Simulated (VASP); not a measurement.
# FeO (P-6m2) in VASP: single point with PBE

Aim: the single point of FeO with PBE.

Program: VASP 6.6.1. These are calculated values, not measurements. Logs are shortened: lines on timing, memory, paths and dates and some standing lists are left out, and cuts for length are marked.

**1. The cell of the first run**

The structure is hexagonal, space group P-6m2 (No. 187). Conventional cell: a = 2.922 Å, b = 2.922 Å, c = 2.852 Å, α = 90.00°, β = 90.00°, γ = 120.00°. Within 3.0 Å of Fe (site symmetry -6m2) lie 6 O at 2.21 Å and 8 Fe at 2.85 to 2.92 Å. Within 3.0 Å of O (site symmetry -6m2) lie 6 Fe at 2.21 Å and 8 O at 2.85 to 2.92 Å.

**2. Single point, PBE, collinear spin, ferromagnetic start**

INCAR reads:

```
PREC = Accurate
ENCUT = 1340
EDIFF = 1E-6
ISMEAR = -1
SIGMA = 0.05
LREAL = False
LASPH = True
NELM = 200
ALGO = Normal
ISIF = 2
LWAVE = False
LCHARG = False
ISPIN = 2
MAGMOM = 3 0
LORBIT = 11
LMAXMIX = 4
GGA = PE
NBANDS = 22
GGA_COMPAT = False
```

KPOINTS reads:

```
regular mesh
0
Gamma
  10 10 9
```

POSCAR reads:

```
FeO
1.0
    2.9221306101      0.0000000000      0.0000000000
   -1.4610653000      2.5306393451      0.0000000000
    0.0000000000      0.0000000000      2.8518546951
Fe O
1 1
Direct
    0.0000000000      0.0000000000      0.0000000000
    0.6666666667      0.3333333333      0.5000000000
```

Potentials or basis: VASP PAW PBE potentials, release 64 (Fe_sv, O_h).

Command:

```
cat potpaw_PBE.64/Fe_sv/POTCAR potpaw_PBE.64/O_h/POTCAR > POTCAR
mpirun -np 1 vasp_std > vasp.out
```

OUTCAR:

```text
PREC = Accurate
   ENCUT = 1340
   EDIFF = 1E-6
   ISMEAR = -1
   LREAL = False
   LASPH = True
   NELM = 200
   ISIF = 2
   ISPIN = 2
   LORBIT = 11
   GGA = PE

 ion  position               nearest neighbor table
   1  0.000  0.000  0.000-
   2  0.667  0.333  0.500-

  LATTYP: Found a hexagonal cell.
 ALAT       =     2.9221306101
 C/A-ratio  =     0.9759504538

  Lattice vectors:

 A1 = (   2.9221306101,   0.0000000000,   0.0000000000)
 A2 = (  -1.4610653000,   2.5306393451,   0.0000000000)
 A3 = (   0.0000000000,   0.0000000000,   2.8518546951)

Analysis of symmetry for initial positions (statically):
=====================================================================
 Subroutine PRICEL returns:
 Original cell was already a primitive cell.

 Routine SETGRP: Setting up the symmetry group for a
 hexagonal supercell.

 Subroutine GETGRP returns: Found 12 space group operations
 (whereof 12 operations were pure point group operations)
 out of a pool of 24 trial point group operations.

The static configuration has the point symmetry D_3h.

Analysis of symmetry for dynamics (positions and initial velocities):
=====================================================================
 Subroutine PRICEL returns:
 Original cell was already a primitive cell.

 Routine SETGRP: Setting up the symmetry group for a
 hexagonal supercell.

 Subroutine GETGRP returns: Found 12 space group operations
 (whereof 12 operations were pure point group operations)
 out of a pool of 24 trial point group operations.

The dynamic configuration has the point symmetry D_3h.

Analysis of structural, dynamic, and magnetic symmetry:
=====================================================================
 Subroutine PRICEL returns:
 Original cell was already a primitive cell.

 Routine SETGRP: Setting up the symmetry group for a
 hexagonal supercell.

 Subroutine GETGRP returns: Found 12 space group operations
 (whereof 12 operations were pure point group operations)
 out of a pool of 24 trial point group operations.

The overall configuration has the point symmetry D_3h.

 Subroutine INISYM returns: Found 12 space group operations
 (whereof 12 operations are pure point group operations),
 and found     1 'primitive' translations

----------------------------------------------------------------------------------------

                                     Primitive cell

  volume of cell :      21.0891

  direct lattice vectors                    reciprocal lattice vectors
     2.922130610  0.000000000  0.000000000     0.342216052  0.197578529  0.000000000
    -1.461065300  2.530639345  0.000000000     0.000000000  0.395157059  0.000000000
     0.000000000  0.000000000  2.851854695     0.000000000  0.000000000  0.350649001

  length of vectors
     2.922130610  2.922130611  2.851854695     0.395157059  0.395157059  0.350649001

  position of ions in fractional coordinates (direct lattice)
     0.000000000  0.000000000  0.000000000
     0.666666667  0.333333333  0.500000000

  ion indices of the primitive-cell ions
   primitive index   ion index
                 1           1
                 2           2

----------------------------------------------------------------------------------------

 KPOINTS: regular mesh

Automatic generation of k-mesh.
 Grid dimensions read from file:
 generate k-points for:   10   10    9

 Generating k-lattice:

  Cartesian coordinates                     Fractional coordinates (reciprocal lattice)
     0.034221605  0.019757853  0.000000000     0.100000000  0.000000000  0.000000000
     0.000000000  0.039515706  0.000000000     0.000000000  0.100000000  0.000000000
     0.000000000  0.000000000  0.038961000     0.000000000  0.000000000  0.111111111

  Length of vectors
     0.039515706  0.039515706  0.038961000

  Shift w.r.t. Gamma in fractional coordinates (k-lattice)
     0.000000000  0.000000000  0.000000000

 Subroutine IBZKPT returns following result:
 ===========================================

 Found     70 irreducible k-points:

 Following reciprocal coordinates:
            Coordinates               Weight
  0.000000  0.000000  0.000000      1.000000
  0.100000  0.000000  0.000000      6.000000
  0.200000  0.000000  0.000000      6.000000
  0.300000  0.000000  0.000000      6.000000
  0.400000  0.000000  0.000000      6.000000
  0.500000  0.000000  0.000000      3.000000
[... 16 lines left out ...]
  0.300000  0.100000  0.111111     24.000000
  0.400000  0.100000  0.111111     24.000000
 [... further k-points ...]
   k-points           NKPTS =     70   k-points in BZ     NKDIM =     70   number of bands    NBANDS=     22
   number of dos      NEDOS =    301   number of ions     NIONS =      2
   total plane-waves  NPLWV =  46656
   dimension x,y,z NGX =    36 NGY =   36 NGZ =   36
   dimension x,y,z NGXF=    72 NGYF=   72 NGZF=   72
   ions per type =               1   1
   NGX,Y,Z   is equivalent  to a cutoff of  20.48, 20.48, 20.99 a.u.
   NGXF,Y,Z  is equivalent  to a cutoff of  40.96, 40.96, 41.97 a.u.
 SYSTEM =  unknown system
   PREC   = accura    normal or accurate (medium, high low for compatibility)
   ISTART =      0    job   : 0-new  1-cont  2-samecut
   ICHARG =      2    charge: 1-file 2-atom 10-const
   ISPIN  =      2    spin polarized calculation?
   LNONCOLLINEAR =      F non collinear calculations
   LSORBIT =      F    spin-orbit coupling
   LASPH  =      T    aspherical Exc in radial PAW
   ENCUT  = 1340.0 eV  98.49 Ry    9.92 a.u.   8.72  8.72  8.51*2*pi/ulx,y,z
   NELM   =    200;   NELMIN=  2; NELMDL= -5     # of ELM steps
   EDIFF  = 0.1E-05   stopping-criterion for ELM
   LREAL  =      F    real-space projection
   EDIFFG = 0.1E-04   stopping-criterion for IOM
   NSW    =      0    number of steps for IOM
   IBRION =     -1    ionic relax: 0-MD 1-quasi-New 2-CG
   NFREE  =      0    steps in history (QN), initial steepest desc. (CG)
   ISIF   =      2    stress and relaxation
   ISYM   =      2    0-nonsym 1-usesym 2-fastsym
   POTIM  = 0.5000    time-step for ionic-motion
   TEBEG  =    0.0;   TEEND  =   0.0 temperature during run
   PSTRESS=    0.0 pullay stress
   NELECT =      22.0000    total number of electrons
   NUPDOWN=      -1.0000    fix difference up-down
   EMIN   =  10.00;   EMAX   =-10.00  energy-range for DOS
   EFERMI =   0.00;   METHOD = LEGACY
   ISMEAR =    -1;   SIGMA  =   0.05  broadening in eV -4-tet -1-fermi 0-gaus
   EFERMI_NEDOS =   21; number of points for ismear=-14 and -15
   IALGO  =     38    algorithm
   IMIX   =      4    mixing-type and parameters
     AMIX     =   0.40;   BMIX     =  1.00
     AMIX_MAG =   1.60;   BMIX_MAG =  1.00
  volume/ion in A,a.u.               =      10.54        71.16
  Fermi-wavevector in a.u.,A,eV,Ry     =   1.660338  3.137585 37.507505  2.756724
  Thomas-Fermi vector in A             =   2.747592
   LORBIT       =     11    0 simple, 1 ext, 2 COOP (PROOUT), +10 PAW based schemes
   GGA     = PE    functional components
   LHFCALC =     F    Hartree Fock is set to
   AEXX    =    0.0000 exact exchange contribution
   IVDW    =     0    specifies the selected vdW correction
   LEPSILON=     F    determine dielectric tensor
   LRPA    =     F    only Hartree local field effects (RPA)
 spin polarized calculation
  energy-cutoff  :     1340.00
  volume of cell :       21.09
 maximum number of plane-waves:      2366
 NGX is ok and might be reduce to    36
   NGX = 17   NGY = 17   NGZ = 17

 number of electron      22.0000000 magnetization       3.9997502

 Free energy of the ion-electron system (eV)
  ---------------------------------------------------
  ext. energy  EPLUGINS =         0.00000000
  ---------------------------------------------------
  free energy    TOTEN  =       -15.04775943 eV

  energy without entropy =      -15.04674189  energy(sigma->0) =      -15.04725066

 E-fermi :   8.7455     XC(G=0): -12.2668

 val. band max:        8.7199887861   @ k =   0.0000   0.0000   0.4444
 cond. band min:       8.8230135609   @ k =   0.1000   0.0000   0.4444
 fundamental gap:      0.1030247748
 Fermi energy:         8.7454942876

 spin component 1

 k-point     1 :       0.0000    0.0000    0.0000
  band No.  band energies     occupation
      1     -80.9284      1.00000
      2     -47.0132      1.00000
      3     -46.8902      1.00000
      4     -46.8902      1.00000
      5     -11.0182      1.00000
      6       4.0160      1.00000
[... 14 lines left out ...]
     21      33.0864      0.00000
     22      37.2898      0.00000

 k-point     2 :       0.1000    0.0000    0.0000
  band No.  band energies     occupation
      1     -80.9278      1.00000
      2     -47.0125      1.00000
      3     -46.8961      1.00000
      4     -46.8917      1.00000
      5     -10.9322      1.00000
      6       3.6990      1.00000
[... 14 lines left out ...]
     21      33.0008      0.00000
     22      37.1599      0.00000

 k-point     3 :       0.2000    0.0000    0.0000
  band No.  band energies     occupation
      1     -80.9262      1.00000
      2     -47.0107      1.00000
      3     -46.9116      1.00000
      4     -46.8955      1.00000
      5     -10.6992      1.00000
      6       2.9563      1.00000
[... 14 lines left out ...]
     21      34.1434      0.00000
     22      36.2152      0.00000
[... 476 lines left out ...]
 k-point    23 :       0.3000    0.1000    0.1111
  band No.  band energies     occupation
      1     -80.9226      1.00000
      2     -47.0138      1.00000
      3     -46.9380      1.00000
      4     -46.9049      1.00000
      5     -10.1608      1.00000
      6       1.9349      1.00000
[... 14 lines left out ...]
     21      34.4433      0.00000
     22      36.8726      0.00000

 k-point    24 :       0.4000    0.1000    0.1111
  band No.  band energies     occupation
      1     -80.9215      1.00000
      2     -47.0126      1.00000
      3     -46.9479      1.00000
      4     -46.9082      1.00000
      5      -9.9808      1.00000
      6       1.5540      1.00000
[... 14 lines left out ...]
     21      35.0319      0.00000
     22      36.9715      0.00000

 [... further k-points ...]

 spin component 2

 k-point     1 :       0.0000    0.0000    0.0000
  band No.  band energies     occupation
      1     -76.7415      1.00000
      2     -42.8502      1.00000
      3     -42.8502      1.00000
      4     -42.8136      1.00000
      5     -10.4369      1.00000
      6       5.6065      1.00000
[... 14 lines left out ...]
     21      34.1157      0.00000
     22      37.6405      0.00000

 k-point     2 :       0.1000    0.0000    0.0000
  band No.  band energies     occupation
      1     -76.7407      1.00000
      2     -42.8575      1.00000
      3     -42.8520      1.00000
      4     -42.8127      1.00000
      5     -10.3479      1.00000
      6       5.0794      1.00000
[... 14 lines left out ...]
     21      33.9479      0.00000
     22      37.5619      0.00000

 k-point     3 :       0.2000    0.0000    0.0000
  band No.  band energies     occupation
      1     -76.7388      1.00000
      2     -42.8768      1.00000
      3     -42.8567      1.00000
      4     -42.8105      1.00000
      5     -10.1062      1.00000
      6       4.0208      1.00000
[... 14 lines left out ...]
     21      34.4571      0.00000
     22      37.0905      0.00000
[... 476 lines left out ...]
 k-point    23 :       0.3000    0.1000    0.1111
  band No.  band energies     occupation
      1     -76.7345      1.00000
      2     -42.9096      1.00000
      3     -42.8682      1.00000
      4     -42.8141      1.00000
      5      -9.5451      1.00000
      6       2.7357      1.00000
[... 14 lines left out ...]
     21      35.0926      0.00000
     22      37.5904      0.00000

 k-point    24 :       0.4000    0.1000    0.1111
  band No.  band energies     occupation
      1     -76.7332      1.00000
      2     -42.9219      1.00000
      3     -42.8723      1.00000
      4     -42.8125      1.00000
      5      -9.3566      1.00000
      6       2.2896      1.00000
[... 14 lines left out ...]
     21      35.6089      0.00000
     22      37.6590      0.00000

 [... further k-points ...]

------------------------ aborting loop because EDIFF is reached ----------------------------------------

  FORCE on cell =-STRESS in cart. coord.  units (eV):
  Direction    XX          YY          ZZ          XY          YZ          ZX
  --------------------------------------------------------------------------------------
  -------------------------------------------------------------------------------------
  Total       -1.5822481     -1.5822482     -2.3590585     -0.0000000     -0.0000000     -0.0000000
  in kB     -120.2064868   -120.2064871   -179.2222890     -0.0000002     -0.0000000     -0.0000000
  external PRESSURE =    -139.8784210 kB  Pullay stress =       0.0000000 kB

 VOLUME and BASIS-vectors are now :
 -----------------------------------------------------------------------------
  energy-cutoff  :     1340.00
  volume of cell :       21.09
      direct lattice vectors                 reciprocal lattice vectors
     2.922130610  0.000000000  0.000000000     0.342216052  0.197578529  0.000000000
    -1.461065300  2.530639345  0.000000000     0.000000000  0.395157059  0.000000000
     0.000000000  0.000000000  2.851854695     0.000000000  0.000000000  0.350649001

 POSITION                                       TOTAL-FORCE (eV/Angst)
 -----------------------------------------------------------------------------------
      0.00000      0.00000      0.00000         0.000000     -0.000000      0.000000
      1.46107      0.84355      1.42593        -0.000000      0.000000      0.000000
 -----------------------------------------------------------------------------------
    total drift:                               -0.000000      0.000000      0.000000

  FREE ENERGIE OF THE ION-ELECTRON SYSTEM (eV)
  ---------------------------------------------------
  free  energy   TOTEN  =       -15.0477594262 eV

  energy  without entropy=      -15.0467418865  energy(sigma->0) =      -15.04725066

 total charge

# of ion       s       p       d       tot
------------------------------------------
    1        2.103   5.999   5.470  13.572
    2        1.045   2.280   0.000   3.325
--------------------------------------------------
tot          3.148   8.278   5.470  16.897

 magnetization (x)

# of ion       s       p       d       tot
------------------------------------------
    1        0.009   0.007   3.461   3.477
    2        0.026   0.236   0.000   0.262
--------------------------------------------------
tot          0.035   0.243   3.461   3.739
```

Run time: 2.5 min. Hardware: 1 thread of Intel Xeon Platinum 8375C at 2.90GHz (Ice Lake), shared host; peak memory 0.37 GiB.

What came out:

| Property | Result |
| --- | --- |
| Free energy | -15.0478 eV |
| Pressure | -14.0 GPa |
| Band gap on the k mesh | zero (filled and empty bands overlap) |
| Net moment | 4.00 μB per cell |
| Site moments | Fe +3.48; O +0.26 μB |
| Valence electrons inside the program's atomic spheres | Fe 13.57; O 3.33 |

Stress tensor (GPa, compression positive):
```
-12.02   0.00   0.00
  0.00 -12.02   0.00
  0.00   0.00 -17.92
```

Levels at points of the mesh, in eV from the Fermi level:
Spin up:
| k point | band 10 | band 11 | band 12 | band 13 | band 14 | band 15 | band 16 | band 17 |
| --- | --- | --- | --- | --- | --- | --- | --- | --- |
| (0.00, 0.00, 0.00) | -2.83 | -2.83 | -1.11 | -1.11 | 0.09 | 13.73 | 15.36 | 15.36 |
| (0.50, 0.00, 0.00) | -2.97 | -2.17 | -2.15 | -0.68 | 4.87 | 7.84 | 13.92 | 15.75 |
Spin down:
```tsv
k point	band 7	band 8	band 9	band 10	band 11	band 12
(0.00, 0.00, 0.00)	-3.14	-2.92	-1.78	0.99	1.26	1.26
(0.50, 0.00, 0.00)	-3.49	-3.00	-1.33	1.07	1.07	1.33
```

Caveat: the stress differs along the axes, from -18 to -12 GPa; a cell with one magnetic atom can't hold antiferromagnetic order, which such compounds often take; semilocal functionals often make such compounds metallic where correlation or magnetic order opens a gap, which also shifts bond lengths.

The gap in the log of VASP goes by the Fermi energy; the results here count the filled bands.